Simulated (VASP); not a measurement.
# FeAs2 (Pnnm) in VASP: a series of runs

Runs on FeAs2. Level: LDA. Tasks: single point.

All numbers are computed with VASP 6.6.1; they aren't measurements. Logs are shortened: lines on timing, memory, paths and dates and some standing lists are left out, and cuts for length are marked.

### Step 1. The cell of the first run

It takes space group Pnnm (No. 58, orthorhombic). Conventional cell: a = 5.301 Å, b = 5.986 Å, c = 2.882 Å, α = 90.00°, β = 90.00°, γ = 90.00°. Within 3.1 Å of Fe (site symmetry 2/m) lie 6 As at 2.36 to 2.39 Å and 2 Fe at 2.88 Å. Within 3.1 Å of As (site symmetry m) lie 3 Fe at 2.36 to 2.39 Å and 3 As at 2.49 to 2.88 Å.

### Step 2. Single point, LDA, collinear spin, ferromagnetic start

INCAR reads:

```
  ALGO = Normal
  EDIFF = 1E-7
  ENCUT = 520
  ISIF = 2
  ISMEAR = 0
  ISPIN = 2
  LASPH = T
  LCHARG = F
  LMAXMIX = 4
  LORBIT = 11
  LREAL = F
  LWAVE = F
  MAGMOM = 4 4 0 0 0 0
  NBANDS = 31
  NELM = 150
  PREC = Accurate
  SIGMA = 0.1
```

KPOINTS reads:

```
k-points
0
Gamma
  4 4 6
```

POSCAR reads:

```
FeAs2
1.0
    5.3012000000      0.0000000000      0.0000000000
    0.0000000000      5.9858000000      0.0000000000
    0.0000000000      0.0000000000      2.8822000000
Fe As
2 4
Direct
    0.0000000000      0.0000000000      0.0000000000
    0.5000000000      0.5000000000      0.5000000000
    0.1763000000      0.3624000000      0.0000000000
    0.8237000000      0.6376000000      0.0000000000
    0.6763000000      0.1376000000      0.5000000000
    0.3237000000      0.8624000000      0.5000000000
```

Potentials or basis: VASP PAW LDA potentials, release 64 (Fe, As).

Command:

```sh
> cat potpaw_LDA.64/Fe/POTCAR potpaw_LDA.64/As/POTCAR > POTCAR
> mpirun -np 1 vasp_std > vasp.out
```

OUTCAR:

```text
EDIFF = 1E-7
   ENCUT = 520
   ISIF = 2
   ISMEAR = 0
   ISPIN = 2
   LASPH = T
   LORBIT = 11
   LREAL = F
   NELM = 150
   PREC = Accurate

 ion  position               nearest neighbor table
   1  0.000  0.000  0.000-   3 2.36   4 2.36   5 2.39   6 2.39   5 2.39   6 2.39
   2  0.500  0.500  0.500-   5 2.36   6 2.36   3 2.39   4 2.39   3 2.39   4 2.39
   3  0.176  0.362  0.000-   1 2.36   2 2.39   2 2.39   4 2.49
   4  0.824  0.638  0.000-   1 2.36   2 2.39   2 2.39   3 2.49
   5  0.676  0.138  0.500-   2 2.36   1 2.39   1 2.39   6 2.49
   6  0.324  0.862  0.500-   2 2.36   1 2.39   1 2.39   5 2.49

  LATTYP: Found a simple orthorhombic cell.
 ALAT       =     2.8822000000
 B/A-ratio  =     1.8392894317
 C/A-ratio  =     2.0768163209

  Lattice vectors:

 A1 = (   0.0000000000,   0.0000000000,   2.8822000000)
 A2 = (   5.3012000000,   0.0000000000,   0.0000000000)
 A3 = (   0.0000000000,   5.9858000000,   0.0000000000)

Analysis of symmetry for initial positions (statically):
=====================================================================
 Subroutine PRICEL returns:
 Original cell was already a primitive cell.

 Routine SETGRP: Setting up the symmetry group for a
 simple orthorhombic supercell.

 Subroutine GETGRP returns: Found  8 space group operations
 (whereof  4 operations were pure point group operations)
 out of a pool of  8 trial point group operations.

The static configuration has the point symmetry C_2h.
 The point group associated with its full space group is D_2h.

Analysis of symmetry for dynamics (positions and initial velocities):
=====================================================================
 Subroutine PRICEL returns:
 Original cell was already a primitive cell.

 Routine SETGRP: Setting up the symmetry group for a
 simple orthorhombic supercell.

 Subroutine GETGRP returns: Found  8 space group operations
 (whereof  4 operations were pure point group operations)
 out of a pool of  8 trial point group operations.

The dynamic configuration has the point symmetry C_2h.
 The point group associated with its full space group is D_2h.

Analysis of structural, dynamic, and magnetic symmetry:
=====================================================================
 Subroutine PRICEL returns:
 Original cell was already a primitive cell.

 Routine SETGRP: Setting up the symmetry group for a
 simple orthorhombic supercell.

 Subroutine GETGRP returns: Found  8 space group operations
 (whereof  4 operations were pure point group operations)
 out of a pool of  8 trial point group operations.

The overall configuration has the point symmetry C_2h.
 The point group associated with its full space group is D_2h.

 Subroutine INISYM returns: Found  8 space group operations
 (whereof  4 operations are pure point group operations),
 and found     1 'primitive' translations

----------------------------------------------------------------------------------------

                                     Primitive cell

  volume of cell :      91.4577

  direct lattice vectors                    reciprocal lattice vectors
     5.301200000  0.000000000  0.000000000     0.188636535  0.000000000  0.000000000
     0.000000000  5.985800000  0.000000000     0.000000000  0.167062047  0.000000000
     0.000000000  0.000000000  2.882200000     0.000000000  0.000000000  0.346957185

  length of vectors
     5.301200000  5.985800000  2.882200000     0.188636535  0.167062047  0.346957185

  position of ions in fractional coordinates (direct lattice)
     0.000000000  0.000000000  0.000000000
     0.500000000  0.500000000  0.500000000
     0.176300000  0.362400000  0.000000000
     0.823700000  0.637600000  0.000000000
     0.676300000  0.137600000  0.500000000
     0.323700000  0.862400000  0.500000000

  ion indices of the primitive-cell ions
   primitive index   ion index
                 1           1
                 2           2
                 3           3
                 4           4
                 5           5
                 6           6

[... 33 lines left out ...]
  0.500000  0.250000  0.000000      2.000000
[... 16 lines left out ...]
  0.250000  0.250000  0.333333      8.000000
  0.500000  0.250000  0.333333      4.000000
 [... further k-points ...]
   k-points           NKPTS =     36   k-points in BZ     NKDIM =     36   number of bands    NBANDS=     31
   number of dos      NEDOS =    301   number of ions     NIONS =      6
   total plane-waves  NPLWV =  46080
   dimension x,y,z NGX =    40 NGY =   48 NGZ =   24
   dimension x,y,z NGXF=    80 NGYF=   96 NGZF=   48
   ions per type =               2   4
   NGX,Y,Z   is equivalent  to a cutoff of  12.54, 13.33, 13.84 a.u.
   NGXF,Y,Z  is equivalent  to a cutoff of  25.09, 26.66, 27.69 a.u.
 SYSTEM =  unknown system
   PREC   = accura    normal or accurate (medium, high low for compatibility)
   ISTART =      0    job   : 0-new  1-cont  2-samecut
   ICHARG =      2    charge: 1-file 2-atom 10-const
   ISPIN  =      2    spin polarized calculation?
   LNONCOLLINEAR =      F non collinear calculations
   LSORBIT =      F    spin-orbit coupling
   LASPH  =      T    aspherical Exc in radial PAW
   ENCUT  =  520.0 eV  38.22 Ry    6.18 a.u.   9.86 11.13  5.36*2*pi/ulx,y,z
   NELM   =    150;   NELMIN=  2; NELMDL= -5     # of ELM steps
   EDIFF  = 0.1E-06   stopping-criterion for ELM
   LREAL  =      F    real-space projection
   EDIFFG = 0.1E-05   stopping-criterion for IOM
   NSW    =      0    number of steps for IOM
   IBRION =     -1    ionic relax: 0-MD 1-quasi-New 2-CG
   NFREE  =      0    steps in history (QN), initial steepest desc. (CG)
   ISIF   =      2    stress and relaxation
   ISYM   =      2    0-nonsym 1-usesym 2-fastsym
   POTIM  = 0.5000    time-step for ionic-motion
   TEBEG  =    0.0;   TEEND  =   0.0 temperature during run
   PSTRESS=    0.0 pullay stress
   NELECT =      36.0000    total number of electrons
   NUPDOWN=      -1.0000    fix difference up-down
   EMIN   =  10.00;   EMAX   =-10.00  energy-range for DOS
   EFERMI =   0.00;   METHOD = LEGACY
   ISMEAR =     0;   SIGMA  =   0.10  broadening in eV -4-tet -1-fermi 0-gaus
   EFERMI_NEDOS =   21; number of points for ismear=-14 and -15
   IALGO  =     38    algorithm
   IMIX   =      4    mixing-type and parameters
     AMIX     =   0.40;   BMIX     =  1.00
     AMIX_MAG =   1.60;   BMIX_MAG =  1.00
  volume/ion in A,a.u.               =      15.24       102.86
  Fermi-wavevector in a.u.,A,eV,Ry     =   1.199782  2.267258 19.585255  1.439476
  Thomas-Fermi vector in A             =   2.335635
   LORBIT       =     11    0 simple, 1 ext, 2 COOP (PROOUT), +10 PAW based schemes
   GGA     = CA    functional components
   LHFCALC =     F    Hartree Fock is set to
   AEXX    =    0.0000 exact exchange contribution
   IVDW    =     0    specifies the selected vdW correction
   LEPSILON=     F    determine dielectric tensor
   LRPA    =     F    only Hartree local field effects (RPA)
 spin polarized calculation
 Gauss-broadening in eV      SIGMA  =   0.10
  energy-cutoff  :      520.00
  volume of cell :       91.46
 maximum number of plane-waves:      2490
 NGX is ok and might be reduce to    40
   NGX = 19   NGY = 23   NGZ = 11

 number of electron      36.0000012 magnetization       0.0001009

 number of electron      36.0000012 magnetization      -0.0001991

 Free energy of the ion-electron system (eV)
  ---------------------------------------------------
  ext. energy  EPLUGINS =         0.00000000
  ---------------------------------------------------
  free energy    TOTEN  =       -42.37868672 eV

  energy without entropy =      -42.37743175  energy(sigma->0) =      -42.37805923

 E-fermi :   6.5674     XC(G=0): -11.7390

 val. band max:        6.4388581633   @ k =   0.0000   0.5000   0.1667
 cond. band min:       6.6743577191   @ k =   0.0000   0.0000   0.3333
 fundamental gap:      0.2354995558
 Fermi energy:         6.5673636130

 spin component 1

 k-point     1 :       0.0000    0.0000    0.0000
  band No.  band energies     occupation
      1      -7.9017      1.00000
      2      -5.3972      1.00000
      3      -4.3993      1.00000
      4      -3.9243      1.00000
      5       0.2660      1.00000
      6       1.1858      1.00000
[... 781 lines left out ...]
     29      14.3458      0.00000
     30      14.3458      0.00000

 [... further k-points ...]

 spin component 2

 k-point     1 :       0.0000    0.0000    0.0000
  band No.  band energies     occupation
      1      -7.9017      1.00000
      2      -5.3972      1.00000
      3      -4.3993      1.00000
      4      -3.9243      1.00000
      5       0.2660      1.00000
      6       1.1858      1.00000
[... 781 lines left out ...]
     29      14.3458      0.00000
     30      14.3458      0.00000

 [... further k-points ...]

 [bands above 30 left out]

------------------------ aborting loop because EDIFF is reached ----------------------------------------

  FORCE on cell =-STRESS in cart. coord.  units (eV):
  Direction    XX          YY          ZZ          XY          YZ          ZX
  --------------------------------------------------------------------------------------
  -------------------------------------------------------------------------------------
  Total       -5.1711360     -5.1684191     -4.5068787      0.0000000      0.0000000      0.0000000
  in kB      -90.5891195    -90.5415237    -78.9525116      0.0000000      0.0000000      0.0000000
  external PRESSURE =     -86.6943849 kB  Pullay stress =       0.0000000 kB

 VOLUME and BASIS-vectors are now :
 -----------------------------------------------------------------------------
  energy-cutoff  :      520.00
  volume of cell :       91.46
      direct lattice vectors                 reciprocal lattice vectors
     5.301200000  0.000000000  0.000000000     0.188636535  0.000000000  0.000000000
     0.000000000  5.985800000  0.000000000     0.000000000  0.167062047  0.000000000
     0.000000000  0.000000000  2.882200000     0.000000000  0.000000000  0.346957185

 POSITION                                       TOTAL-FORCE (eV/Angst)
 -----------------------------------------------------------------------------------
      0.00000      0.00000      0.00000         0.000000      0.000000      0.000000
      2.65060      2.99290      1.44110         0.000000      0.000000      0.000000
      0.93460      2.16925      0.00000         0.392015     -0.179366      0.000000
      4.36660      3.81655      0.00000        -0.392015      0.179366      0.000000
      3.58520      0.82365      1.44110         0.392015      0.179366     -0.000000
      1.71600      5.16215      1.44110        -0.392015     -0.179366      0.000000
 -----------------------------------------------------------------------------------
    total drift:                                0.000000      0.000000     -0.000000

  FREE ENERGIE OF THE ION-ELECTRON SYSTEM (eV)
  ---------------------------------------------------
  free  energy   TOTEN  =       -42.3786867239 eV

  energy  without entropy=      -42.3774317461  energy(sigma->0) =      -42.37805923

 total charge

# of ion       s       p       d       tot
------------------------------------------
    1        0.418   0.575   6.501   7.494
    2        0.418   0.575   6.501   7.494
    3        1.250   1.455   0.081   2.785
    4        1.250   1.455   0.081   2.785
    5        1.250   1.455   0.081   2.785
    6        1.250   1.455   0.081   2.785
--------------------------------------------------
tot          5.836   6.971  13.324  26.130

 magnetization (x)

# of ion       s       p       d       tot
------------------------------------------
    1        0.000   0.000  -0.000  -0.000
    2        0.000   0.000  -0.000  -0.000
    3        0.000   0.000   0.000   0.000
    4        0.000   0.000   0.000   0.000
    5        0.000   0.000   0.000   0.000
    6        0.000   0.000   0.000   0.000
--------------------------------------------------
tot          0.000   0.000  -0.000  -0.000
```

Wall time 96 s (1 thread of AMD EPYC 9R45 (Zen 5), shared host); peak memory 0.25 GiB.

Results:

* Free energy: -42.3787 eV
* Pressure: -8.7 GPa
* Largest force: 0.431 eV/Å
* Band gap on the k mesh: 0.24 eV (least direct gap 0.45 eV)
* Net moment: 0.00 μB per cell
* Valence electrons inside the program's atomic spheres: Fe 7.49; As 2.79

Forces in eV/Å, atoms in the order of the input:
```
Fe   0.000  0.000  0.000
Fe   0.000  0.000  0.000
As   0.392 -0.179  0.000
As  -0.392  0.179  0.000
As   0.392  0.179  0.000
As  -0.392 -0.179  0.000
```

Levels at points of the mesh, in eV from the valence-band top:
Spin up:
```csv
k point,band 14,band 15,band 16,band 17,band 18,band 19,band 20,band 21,band 22,band 23
"(0.00, 0.00, 0.00)",-1.09,-0.56,-0.21,-0.16,-0.08,1.59,2.48,4.22,4.73,4.76
"(0.50, 0.00, 0.00)",-1.16,-0.59,-0.59,-0.17,-0.17,3.17,3.17,3.59,3.59,4.19
"(0.00, 0.50, 0.00)",-1.08,-0.24,-0.24,-0.21,-0.21,2.38,2.38,2.92,2.92,3.57
"(0.50, 0.50, 0.00)",-1.20,-1.01,-1.01,-0.12,-0.12,1.32,1.32,4.33,4.33,4.86
"(0.00, 0.00, 0.50)",-2.31,-0.92,-0.92,-0.32,-0.32,0.51,0.51,1.85,1.85,2.37
"(0.50, 0.00, 0.50)",-2.06,-0.91,-0.91,-0.46,-0.46,0.77,0.77,1.74,1.74,4.16
"(0.00, 0.50, 0.50)",-1.37,-0.94,-0.94,-0.37,-0.37,0.47,0.47,0.84,0.84,2.62
"(0.50, 0.50, 0.50)",-1.20,-0.80,-0.80,-0.03,-0.03,0.54,0.54,2.43,2.43,3.41
```
Spin down:
```tsv
k point	band 14	band 15	band 16	band 17	band 18	band 19	band 20	band 21	band 22	band 23
(0.00, 0.00, 0.00)	-1.09	-0.56	-0.22	-0.16	-0.08	1.59	2.48	4.22	4.73	4.76
(0.50, 0.00, 0.00)	-1.16	-0.59	-0.59	-0.17	-0.17	3.17	3.17	3.59	3.59	4.19
(0.00, 0.50, 0.00)	-1.08	-0.24	-0.24	-0.21	-0.21	2.38	2.38	2.92	2.92	3.57
(0.50, 0.50, 0.00)	-1.21	-1.01	-1.01	-0.12	-0.12	1.32	1.32	4.33	4.33	4.86
(0.00, 0.00, 0.50)	-2.31	-0.92	-0.92	-0.33	-0.33	0.51	0.51	1.85	1.85	2.37
(0.50, 0.00, 0.50)	-2.06	-0.91	-0.91	-0.46	-0.46	0.77	0.77	1.74	1.74	4.16
(0.00, 0.50, 0.50)	-1.37	-0.94	-0.94	-0.37	-0.37	0.47	0.47	0.84	0.84	2.62
(0.50, 0.50, 0.50)	-1.20	-0.80	-0.80	-0.03	-0.03	0.54	0.54	2.43	2.43	3.41
```

Caveat: the cell stands under tension; the moments typed at the start vanished in this run.

### Step 3. Single point, LDA (14.77 Å³/atom)

This run uses another cell than the first one, of 14.77 Å³/atom.

INCAR reads:

```
SYSTEM = FeAs2
ALGO     = Normal         ! electronic algorithm
EDIFF    = 1E-6           ! SCF threshold, eV
ENCUT    = 520            ! plane-wave cutoff, eV
GGA      = CA             ! functional
ISIF     = 2              ! what is computed and relaxed
ISMEAR   = 0              ! smearing method
LASPH    = .True.         ! aspherical terms in the spheres
LCHARG   = .False.        ! write CHGCAR
LREAL    = .False.        ! projectors in reciprocal space
LWAVE    = .False.        ! write WAVECAR
NBANDS   = 27             ! bands
NELM     = 60             ! most SCF steps
PREC     = Accurate       ! precision mode
SIGMA    = 0.01           ! smearing width, eV
```

KPOINTS reads:

```
k-points
0
Gamma
  8 6 12
  0 0 0
```

POSCAR reads:

```
FeAs2
1.0
    5.2400288747      0.0000000000      0.0000000000
    0.0000000000      5.9118040872      0.0000000000
    0.0000000000      0.0000000000      2.8601166877
Fe As
2 4
Direct
    0.0000000000      0.0000000000      0.0000000000
    0.5000000000      0.5000000000      0.5000000000
    0.1804692684      0.3604255491      0.0000000000
    0.8195307316      0.6395744509      0.0000000000
    0.6804692684      0.1395744509      0.5000000000
    0.3195307316      0.8604255491      0.5000000000
```

Potentials or basis: VASP PAW LDA potentials, release 64 (Fe, As).

Command:

```sh
> cat potpaw_LDA.64/Fe/POTCAR potpaw_LDA.64/As/POTCAR > POTCAR
> mpirun -np 1 vasp_std > vasp.out
```

Wall time 2 min (1 thread of AMD EPYC 9R45 (Zen 5), shared host); peak memory 0.35 GiB.

It converged, with:

* Free energy: -42.5252 eV
* Pressure: -4.0 GPa
* Largest force: 0.020 eV/Å
* Band gap on the k mesh: 0.19 eV (least direct gap 0.47 eV)

Forces on the atoms (eV/Å):
```
Fe   0.000  0.000  0.000
Fe   0.000  0.000  0.000
As   0.011 -0.016  0.000
As  -0.011  0.016  0.000
As   0.011  0.016  0.000
As  -0.011 -0.016  0.000
```

Stress tensor (GPa, compression positive):
```
-3.75  0.00  0.00
 0.00 -4.01  0.00
 0.00  0.00 -4.20
```

Levels at points of the mesh, in eV from the valence-band top:
```tsv
k point	band 15	band 16	band 17	band 18	band 19	band 20	band 21	band 22
(0.00, 0.00, 0.00)	-0.65	-0.26	-0.25	-0.18	1.62	2.48	4.23	4.81
(0.50, 0.00, 0.00)	-0.61	-0.61	-0.27	-0.27	3.20	3.20	3.80	3.80
(0.00, 0.50, 0.00)	-0.31	-0.31	-0.27	-0.27	2.47	2.47	3.02	3.02
(0.50, 0.50, 0.00)	-1.05	-1.05	-0.22	-0.22	1.40	1.40	4.33	4.33
(0.00, 0.00, 0.50)	-1.05	-1.05	-0.39	-0.39	0.48	0.48	1.90	1.90
(0.50, 0.00, 0.50)	-1.02	-1.02	-0.52	-0.52	0.74	0.74	1.78	1.78
(0.00, 0.50, 0.50)	-1.09	-1.09	-0.44	-0.44	0.44	0.44	0.91	0.91
(0.50, 0.50, 0.50)	-0.94	-0.94	0.00	0.00	0.49	0.49	2.51	2.51
```

Caveat: the cell stands under tension.

### Step 4. Single point, LDA (15.20 Å³/atom)

This run uses another cell than the first one, of 15.20 Å³/atom.

INCAR reads:

```
ALGO = Normal
EDIFF = 1E-7
ENCUT = 520
ISIF = 2
ISMEAR = 0
LASPH = True
LCHARG = False
LREAL = False
LWAVE = False
NBANDS = 27
NELM = 80
PREC = Accurate
SIGMA = 0.01
```

KPOINTS reads:

```
k-points
0
Gamma
  8 6 12
```

POSCAR reads:

```
FeAs2
1.0
    5.2796024077      0.0000000000      0.0000000000
    0.0000000000      5.9616884434      0.0000000000
    0.0000000000      0.0000000000      2.8969140604
Fe As
2 4
Direct
    0.0000000000      0.0000000000      0.0000000000
    0.5000000000      0.5000000000      0.5000000000
    0.1812383209      0.3607170433      0.0000000000
    0.8187616791      0.6392829567      0.0000000000
    0.6812383209      0.1392829567      0.5000000000
    0.3187616791      0.8607170433      0.5000000000
```

Command:

```sh
> cat potpaw_LDA.64/Fe/POTCAR potpaw_LDA.64/As/POTCAR > POTCAR
> mpirun -np 1 vasp_std > vasp.out
```

Wall time 2.2 min (1 thread of AMD EPYC 9R45 (Zen 5), shared host); peak memory 0.36 GiB.

Results (log left out):

```yaml
Free_energy: -42.4272 eV
Pressure: -8.0 GPa
Largest_force: 0.020 eV/Å
Band_gap_on_the_k_mesh: 0.18 eV (least direct gap 0.43 eV)
```

Forces on the atoms (eV/Å):
```
Fe   0.000  0.000  0.000
Fe   0.000  0.000  0.000
As   0.008 -0.018  0.000
As  -0.008  0.018  0.000
As   0.008  0.018  0.000
As  -0.008 -0.018  0.000
```

Stress tensor (GPa, compression positive):
```
-7.80  0.00  0.00
 0.00 -7.92  0.00
 0.00  0.00 -8.18
```

Levels at points of the mesh, in eV from the valence-band top:
```tsv
k point	band 16	band 17	band 18	band 19	band 20	band 21
(0.00, 0.00, 0.00)	-0.27	-0.22	-0.18	1.56	2.31	4.14
(0.50, 0.00, 0.00)	-0.58	-0.28	-0.28	3.13	3.13	3.69
(0.00, 0.50, 0.00)	-0.31	-0.24	-0.24	2.39	2.39	2.95
(0.50, 0.50, 0.00)	-1.00	-0.22	-0.22	1.34	1.34	4.22
(0.00, 0.00, 0.50)	-1.01	-0.36	-0.36	0.44	0.44	1.83
(0.50, 0.00, 0.50)	-0.96	-0.49	-0.49	0.66	0.66	1.72
(0.00, 0.50, 0.50)	-1.03	-0.46	-0.46	0.39	0.39	0.84
(0.50, 0.50, 0.50)	-0.90	0.00	0.00	0.44	0.44	2.47
```

Caveat: the cell stands under tension.
